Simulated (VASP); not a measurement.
# Al in VASP: further runs

Al is run at these levels: PBEsol; tasks: single point.

Everything below comes from runs of VASP 6.6.1. Logs are shortened: lines on timing, memory, paths and dates and some standing lists are left out, and cuts for length are marked.

## 1. The cell of the first run

The cell holds a slab with vacuum, 14 atoms: a = 2.839 Å, b = 6.955 Å, c = 25.656 Å, α = 90.00°, β = 90.00°, γ = 90.00°.

## 2. Single point, PBEsol

Input file INCAR:

```
SYSTEM = Al
PREC = Accurate
ENCUT = 520
EDIFF = 1E-6
ISMEAR = 0
SIGMA = 0.1
LREAL = .False.
LASPH = .True.
NELM = 100
ALGO = Normal
ISIF = 2
LWAVE = .False.
LCHARG = .False.
LDIPOL = .True.
IDIPOL = 3
DIPOL = 0.5 0.5 0.500
GGA = PS
NBANDS = 34
```

Input file KPOINTS:

```
regular mesh
0
Gamma
  12 5 1
  0 0 0
```

Input file POSCAR:

```
Al
1.0
    2.8394270070      0.0000000000      0.0000000000
    0.0000000000      6.9551473290      0.0000000000
    0.0000000000      0.0000000000     25.6557356544
Al
14
Direct
    0.5000000000      0.6666666667      0.2923322917
    0.0000000000      0.3333333333      0.3242811699
    0.5000000000      0.0000000000      0.3562300481
    0.0000000000      0.6666666667      0.3881789263
    0.5000000000      0.3333333333      0.4201278045
    0.0000000000      0.0000000000      0.4520766827
    0.5000000000      0.6666666667      0.4840255609
    0.0000000000      0.3333333333      0.5159744391
    0.5000000000      0.0000000000      0.5479233173
    0.0000000000      0.6666666667      0.5798721955
    0.5000000000      0.3333333333      0.6118210737
    0.0000000000      0.0000000000      0.6437699519
    0.5000000000      0.6666666667      0.6757188301
    0.0000000000      0.3333333333      0.7076677083
```

Potentials or basis: VASP PAW PBE potentials, release 64 (Al).

Launch:

```console
$ cat potpaw_PBE.64/Al/POTCAR > POTCAR
$ mpirun -np 1 vasp_std > vasp.out
```

OUTCAR:

```text
SYSTEM = Al
   PREC = Accurate
   ENCUT = 520
   EDIFF = 1E-6
   ISMEAR = 0
   LREAL = .False.
   LASPH = .True.
   NELM = 100
   ISIF = 2
   GGA = PS

 ion  position               nearest neighbor table
   1  0.500  0.667  0.292-   3 2.84   4 2.84   4 2.84   2 2.84   2 2.84
   2  0.000  0.333  0.324-   3 2.84   3 2.84   5 2.84   5 2.84   1 2.84   1 2.84   4 2.84
   3  0.500  0.000  0.356-   4 2.84   4 2.84   2 2.84   2 2.84   5 2.84   1 2.84   6 2.84   6 2.84

   4  0.000  0.667  0.388-   3 2.84   3 2.84   6 2.84   7 2.84   1 2.84   1 2.84   7 2.84   5 2.84
                             5 2.84   2 2.84
   5  0.500  0.333  0.420-   6 2.84   6 2.84   3 2.84   8 2.84   2 2.84   2 2.84   8 2.84   4 2.84
                             4 2.84   7 2.84
   6  0.000  0.000  0.452-   7 2.84   7 2.84   5 2.84   5 2.84   8 2.84   4 2.84   9 2.84   9 2.84
                             3 2.84   3 2.84
   7  0.500  0.667  0.484-   6 2.84   6 2.84   9 2.84  10 2.84   4 2.84   4 2.84  10 2.84   8 2.84
                             8 2.84   5 2.84
   8  0.000  0.333  0.516-   9 2.84   9 2.84   6 2.84  11 2.84   5 2.84   5 2.84  11 2.84   7 2.84
                             7 2.84  10 2.84
   9  0.500  0.000  0.548-   8 2.84   8 2.84  10 2.84  10 2.84   7 2.84  11 2.84   6 2.84   6 2.84
                            12 2.84  12 2.84
  10  0.000  0.667  0.580-   9 2.84   9 2.84  12 2.84  13 2.84   7 2.84   7 2.84  13 2.84  11 2.84
                            11 2.84   8 2.84
  11  0.500  0.333  0.612-  12 2.84  12 2.84   9 2.84  14 2.84   8 2.84   8 2.84  14 2.84  10 2.84
                            10 2.84  13 2.84
  12  0.000  0.000  0.644-  11 2.84  11 2.84  13 2.84  13 2.84  10 2.84  14 2.84   9 2.84   9 2.84

  13  0.500  0.667  0.676-  12 2.84  12 2.84  10 2.84  10 2.84  14 2.84  14 2.84  11 2.84
  14  0.000  0.333  0.708-  12 2.84  11 2.84  11 2.84  13 2.84  13 2.84

  LATTYP: Found a simple orthorhombic cell.
 ALAT       =     2.8394270070
 B/A-ratio  =     2.4494897428
 C/A-ratio  =     9.0355327294

  Lattice vectors:

 A1 = (   2.8394270070,   0.0000000000,   0.0000000000)
 A2 = (   0.0000000000,   6.9551473290,   0.0000000000)
 A3 = (   0.0000000000,   0.0000000000,  25.6557356544)

Analysis of symmetry for initial positions (statically):
=====================================================================
 Subroutine PRICEL returns:
 Original cell was already a primitive cell.

 Routine SETGRP: Setting up the symmetry group for a
 simple orthorhombic supercell.

 Subroutine GETGRP returns: Found  4 space group operations
 (whereof  2 operations were pure point group operations)
 out of a pool of  8 trial point group operations.

The static configuration has the point symmetry C_1h.
 The point group associated with its full space group is C_2h.

Analysis of symmetry for dynamics (positions and initial velocities):
=====================================================================
 Subroutine PRICEL returns:
 Original cell was already a primitive cell.

 Routine SETGRP: Setting up the symmetry group for a
 simple orthorhombic supercell.

 Subroutine GETGRP returns: Found  4 space group operations
 (whereof  2 operations were pure point group operations)
 out of a pool of  8 trial point group operations.

The dynamic configuration has the point symmetry C_1h.
 The point group associated with its full space group is C_2h.

 Subroutine INISYM returns: Found  4 space group operations
 (whereof  2 operations are pure point group operations),
 and found     1 'primitive' translations

----------------------------------------------------------------------------------------

                                     Primitive cell

  volume of cell :     506.6657

  direct lattice vectors                    reciprocal lattice vectors
     2.839427007  0.000000000  0.000000000     0.352183732  0.000000000  0.000000000
     0.000000000  6.955147329  0.000000000     0.000000000  0.143778407  0.000000000
     0.000000000  0.000000000 25.655735654     0.000000000  0.000000000  0.038977639

  length of vectors
     2.839427007  6.955147329 25.655735654     0.352183732  0.143778407  0.038977639

  position of ions in fractional coordinates (direct lattice)
[... 49 lines left out ...]

  Shift w.r.t. Gamma in fractional coordinates (k-lattice)
     0.000000000  0.000000000  0.000000000

 Subroutine IBZKPT returns following result:
 ===========================================

 Found     21 irreducible k-points:

 Following reciprocal coordinates:
            Coordinates               Weight
  0.000000  0.000000  0.000000      1.000000
  0.083333  0.000000  0.000000      2.000000
  0.166667  0.000000  0.000000      2.000000
  0.250000  0.000000  0.000000      2.000000
  0.333333  0.000000  0.000000      2.000000
  0.416667  0.000000  0.000000      2.000000
[... 13 lines left out ...]
  0.416667  0.400000  0.000000      4.000000
  0.500000  0.400000  0.000000      2.000000
   k-points           NKPTS =     21   k-points in BZ     NKDIM =     21   number of bands    NBANDS=     34
   number of dos      NEDOS =    301   number of ions     NIONS =     14
   total plane-waves  NPLWV = 248832
   dimension x,y,z NGX =    24 NGY =   54 NGZ =  192
   dimension x,y,z NGXF=    48 NGYF=  108 NGZF=  384
   ions per type =              14
   NGX,Y,Z   is equivalent  to a cutoff of  14.05, 12.91, 12.44 a.u.
   NGXF,Y,Z  is equivalent  to a cutoff of  28.10, 25.81, 24.88 a.u.
 SYSTEM =  Al
   PREC   = accura    normal or accurate (medium, high low for compatibility)
   ISTART =      0    job   : 0-new  1-cont  2-samecut
   ICHARG =      2    charge: 1-file 2-atom 10-const
   ISPIN  =      1    spin polarized calculation?
   LNONCOLLINEAR =      F non collinear calculations
   LSORBIT =      F    spin-orbit coupling
   LASPH  =      T    aspherical Exc in radial PAW
   ENCUT  =  520.0 eV  38.22 Ry    6.18 a.u.   5.28 12.93 47.70*2*pi/ulx,y,z
   NELM   =    100;   NELMIN=  2; NELMDL= -5     # of ELM steps
   EDIFF  = 0.1E-05   stopping-criterion for ELM
   LREAL  =      F    real-space projection
   EDIFFG = 0.1E-04   stopping-criterion for IOM
   NSW    =      0    number of steps for IOM
   IBRION =     -1    ionic relax: 0-MD 1-quasi-New 2-CG
   NFREE  =      0    steps in history (QN), initial steepest desc. (CG)
   ISIF   =      2    stress and relaxation
   ISYM   =      2    0-nonsym 1-usesym 2-fastsym
   POTIM  = 0.5000    time-step for ionic-motion
   TEBEG  =    0.0;   TEEND  =   0.0 temperature during run
   PSTRESS=    0.0 pullay stress
   NELECT =      42.0000    total number of electrons
   NUPDOWN=      -1.0000    fix difference up-down
   EMIN   =  10.00;   EMAX   =-10.00  energy-range for DOS
   EFERMI =   0.00;   METHOD = LEGACY
   ISMEAR =     0;   SIGMA  =   0.10  broadening in eV -4-tet -1-fermi 0-gaus
   EFERMI_NEDOS =   21; number of points for ismear=-14 and -15
   IALGO  =     38    algorithm
   IMIX   =      4    mixing-type and parameters
     AMIX     =   0.40;   BMIX     =  1.00
     AMIX_MAG =   1.60;   BMIX_MAG =  1.00
  volume/ion in A,a.u.               =      36.19       244.22
  Fermi-wavevector in a.u.,A,eV,Ry     =   0.713812  1.348910  6.932551  0.509528
  Thomas-Fermi vector in A             =   1.801548
   LORBIT       =      0    0 simple, 1 ext, 2 COOP (PROOUT), +10 PAW based schemes
   GGA     = PS    functional components
   LHFCALC =     F    Hartree Fock is set to
   AEXX    =    0.0000 exact exchange contribution
   IVDW    =     0    specifies the selected vdW correction
   LEPSILON=     F    determine dielectric tensor
   LRPA    =     F    only Hartree local field effects (RPA)
 non-spin polarized calculation
 Gauss-broadening in eV      SIGMA  =   0.10
  energy-cutoff  :      520.00
  volume of cell :      506.67
 maximum number of plane-waves:     13700
 NGX is ok and might be reduce to    24
   NGX = 11   NGY = 25   NGZ = 95

 dipolmoment           0.000000      0.000000     -0.000000 electrons x Angstroem

 number of electron      42.0000000 magnetization

 dipolmoment           0.000000      0.000000      0.000000 electrons x Angstroem

 Free energy of the ion-electron system (eV)
  ---------------------------------------------------
  ext. energy  EPLUGINS =         0.00000000
  ---------------------------------------------------
  free energy    TOTEN  =       -54.52872725 eV

  energy without entropy =      -54.49648197  energy(sigma->0) =      -54.51260461

 E-fermi :   1.3636     XC(G=0):  -5.4231

 val. band max:        1.3550827870   @ k =   0.4167   0.2000   0.0000
 cond. band min:       1.3814611930   @ k =   0.4167   0.4000   0.0000
 fundamental gap:      0.0263784059
 Fermi energy:         1.3636275263

 k-point     1 :       0.0000    0.0000    0.0000
  band No.  band energies     occupation
      1      -9.6236      2.00000
      2      -8.8562      2.00000
      3      -7.6839      2.00000
      4      -6.6185      2.00000
      5      -6.5825      2.00000
      6      -6.2957      2.00000
[... 745 lines left out ...]
     32       3.0716      0.00000
     33       3.5446      0.00000
 [bands above 33 left out]

------------------------ aborting loop because EDIFF is reached ----------------------------------------

 vacuum level on the upper side and lower side of the slab       (xc-potential included)        -0.106        -0.106

  FORCE on cell =-STRESS in cart. coord.  units (eV):
  Direction    XX          YY          ZZ          XY          YZ          ZX
  --------------------------------------------------------------------------------------
  -------------------------------------------------------------------------------------
  Total       -3.6791615     -3.1658852      0.0452388      0.0000000      0.1459568      0.0000000
  in kB      -11.6342373    -10.0111561      0.1430540      0.0000000      0.4615445      0.0000000
  external PRESSURE =      -7.1674465 kB  Pullay stress =       0.0000000 kB

 VOLUME and BASIS-vectors are now :
 -----------------------------------------------------------------------------
  energy-cutoff  :      520.00
  volume of cell :      506.67
      direct lattice vectors                 reciprocal lattice vectors
     2.839427007  0.000000000  0.000000000     0.352183732  0.000000000  0.000000000
     0.000000000  6.955147329  0.000000000     0.000000000  0.143778407  0.000000000
     0.000000000  0.000000000 25.655735654     0.000000000  0.000000000  0.038977639

 POSITION                                       TOTAL-FORCE (eV/Angst)
 -----------------------------------------------------------------------------------
      1.41971      4.63676      7.50000         0.000000     -0.036765      0.070335
      0.00000      2.31838      8.31967         0.000000     -0.015798      0.044438
      1.41971      0.00000      9.13934         0.000000      0.082113     -0.240099
      0.00000      4.63676      9.95902         0.000000     -0.052381      0.096189
      1.41971      2.31838     10.77869         0.000000      0.008298      0.021541
      0.00000      0.00000     11.59836         0.000000      0.012792     -0.019597
      1.41971      4.63676     12.41803         0.000000      0.023477     -0.027106
      0.00000      2.31838     13.23770         0.000000     -0.023477      0.027106
      1.41971      0.00000     14.05738         0.000000     -0.012792      0.019597
      0.00000      4.63676     14.87705         0.000000     -0.008298     -0.021541
      1.41971      2.31838     15.69672         0.000000      0.052381     -0.096189
      0.00000      0.00000     16.51639         0.000000     -0.082113      0.240099
      1.41971      4.63676     17.33606         0.000000      0.015798     -0.044438
      0.00000      2.31838     18.15574         0.000000      0.036765     -0.070335
 -----------------------------------------------------------------------------------
    total drift:                               -0.000000     -0.000000      0.000000

  FREE ENERGIE OF THE ION-ELECTRON SYSTEM (eV)
  ---------------------------------------------------
  free  energy   TOTEN  =       -54.5287272451 eV

  energy  without entropy=      -54.4964819715  energy(sigma->0) =      -54.51260461

 vacuum level on the upper side and lower side of the slab         5.524         5.524
```

Run time: 14 min. Hardware: 1 thread of Intel Xeon 8259CL, shared host; peak memory 0.65 GiB.

Results:

```yaml
Free_energy: -54.5287 eV
Largest_force: 0.254 eV/Å
Band_gap_on_the_k_mesh: zero (bands 21 and 22 overlap by 2.12 eV)
```

Forces in eV/Å, atoms in the order of the input:
```
Al   0.000 -0.037  0.070
Al   0.000 -0.016  0.044
Al   0.000  0.082 -0.240
Al   0.000 -0.052  0.096
Al   0.000  0.008  0.022
Al   0.000  0.013 -0.020
Al   0.000  0.023 -0.027
Al   0.000 -0.023  0.027
Al   0.000 -0.013  0.020
Al   0.000 -0.008 -0.022
Al   0.000  0.052 -0.096
Al   0.000 -0.082  0.240
Al   0.000  0.016 -0.044
Al   0.000  0.037 -0.070
```

Levels at points of the mesh, in eV from the Fermi level:
```
           k point  band 17  band 18  band 19  band 20  band 21  band 22  band 23  band 24  band 25  band 26
(0.00, 0.00, 0.00)    -1.81    -0.35    -0.35     0.47     0.75     0.76     1.40     1.57     1.91     2.05
(0.50, 0.00, 0.00)    -1.94    -1.94    -1.41    -1.41    -0.94    -0.94    -0.08    -0.08     0.05     0.05
```

Caveat: the PAW data sets were made with another functional, which shifts forces and pressure a little.

## 3. Single point, PBEsol

Input file INCAR:

```
PREC     = Accurate       # precision mode
ENCUT    = 520            # plane-wave cutoff, eV
EDIFF    = 1E-6           # SCF threshold, eV
ISMEAR   = 0              # smearing method
SIGMA    = 0.1            # smearing width, eV
LREAL    = False          # projectors in reciprocal space
LASPH    = True           # aspherical terms in the spheres
NELM     = 60             # most SCF steps
ALGO     = Normal         # electronic algorithm
ISIF     = 2              # what is computed and relaxed
LWAVE    = False          # write WAVECAR
LCHARG   = False          # write CHGCAR
LDIPOL   = True         
IDIPOL   = 3            
DIPOL    = 0.5 0.5 0.500
GGA      = PS             # functional
NBANDS   = 34             # bands
```

Input file KPOINTS:

```
regular mesh
0
Gamma
  12 5 1
```

Input file POSCAR:

```
Al
1.0
    2.8394270070      0.0000000000      0.0000000000
    0.0000000000      6.9551473290      0.0000000000
    0.0000000000      0.0000000000     25.6557356544
Al
14
Direct
    0.5000000000      0.6601961610      0.2943289226
    0.0000000000      0.3324987563      0.3252653435
    0.5000000000      0.0000130001      0.3521442659
    0.0000000000      0.6660340510      0.3896427914
    0.5000000000      0.3313418380      0.4205093622
    0.0000000000      0.0004414791      0.4509793964
    0.5000000000      0.6683683016      0.4842874695
    0.0000000000      0.3316316984      0.5157125311
    0.5000000000     -0.0004414725      0.5490206036
    0.0000000000      0.6686581645      0.5794906369
    0.5000000000      0.3339659479      0.6103572124
    0.0000000000     -0.0000129878      0.6478557340
    0.5000000000      0.6675012310      0.6747346554
    0.0000000000      0.3398038313      0.7056710751
```

Potentials or basis: VASP PAW PBE potentials, release 64 (Al).

Launch:

```console
$ cat potpaw_PBE.64/Al/POTCAR > POTCAR
$ mpirun -np 1 vasp_std > vasp.out
```

Run time: 13 min. Hardware: 1 thread of Intel Xeon 8259CL, shared host; peak memory 0.65 GiB.

Results (log left out):

| Item | Value |
| --- | --- |
| Free energy | -54.5640 eV |
| Largest force | 0.011 eV/Å |
| Band gap on the k mesh | zero (bands 21 and 22 overlap by 2.16 eV) |

Forces on the atoms (eV/Å):
```
Al   0.000 -0.002 -0.005
Al   0.000 -0.001  0.005
Al   0.000  0.006 -0.001
Al   0.000 -0.010  0.000
Al   0.000  0.009 -0.007
Al   0.000 -0.004  0.002
Al   0.000 -0.006 -0.005
Al   0.000  0.006  0.005
Al   0.000  0.004 -0.002
Al   0.000 -0.009  0.007
Al   0.000  0.010  0.000
Al   0.000 -0.006  0.001
Al   0.000  0.001 -0.005
Al   0.000  0.002  0.005
```

Levels at points of the mesh, in eV from the Fermi level:
| k point | band 18 | band 19 | band 20 | band 21 | band 22 | band 23 | band 24 | band 25 |
| --- | --- | --- | --- | --- | --- | --- | --- | --- |
| (0.00, 0.00, 0.00) | -0.36 | -0.34 | 0.56 | 0.76 | 0.77 | 1.42 | 1.54 | 1.92 |
| (0.50, 0.00, 0.00) | -1.94 | -1.42 | -1.42 | -0.98 | -0.98 | -0.14 | -0.14 | 0.01 |

Caveat: the PAW data sets were made with another functional, which shifts forces and pressure a little.

The gap in the log of VASP goes by the Fermi energy; the results here count the filled bands.